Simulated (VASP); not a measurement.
# Ta: single point with PBE

Crystal: Ta.

```
Ta
1.0
     2.43910    0.00000    0.00000
    -1.21955    2.11232    0.00000
     0.00000    0.00000    2.30284
Ta
1
Direct
  0.00000 0.00000 0.00000
```

* Program: VASP 6.6.1
* Task: single point
* Functional: PBE
* Potentials or basis: VASP PAW PBE potentials, release 64 (Ta_sv_GW)
* Cutoff: 500 eV
* k mesh: 17 × 17 × 16
* Occupations: fermi-dirac, width 0.05 eV
* Spin: no spin polarisation

The pressure is 216.9 GPa.

Stress tensor (GPa, compression positive):
```
216.67   0.00   0.00
  0.00 216.67   0.00
  0.00   0.00 217.50
```

Levels at points of the mesh, in eV from the Fermi level:
| k point | band 2 | band 3 | band 4 | band 5 | band 6 | band 7 | band 8 | band 9 | band 10 | band 11 |
| --- | --- | --- | --- | --- | --- | --- | --- | --- | --- | --- |
| (0.00, 0.00, 0.00) | -32.28 | -32.24 | -32.24 | -9.59 | -5.94 | -0.30 | -0.30 | 10.66 | 10.66 | 13.29 |
| (0.00, 0.00, 0.50) | -37.16 | -31.75 | -31.75 | -5.07 | 0.88 | 1.43 | 1.43 | 3.32 | 3.32 | 17.35 |

It took 22 s on 1 thread of Intel(R) Xeon(R) Platinum 8488C (Sapphire Rapids), on a shared host, peak memory 0.16 GiB.

Caveat: spin-orbit coupling is left out, which moves the levels of the heavy elements.
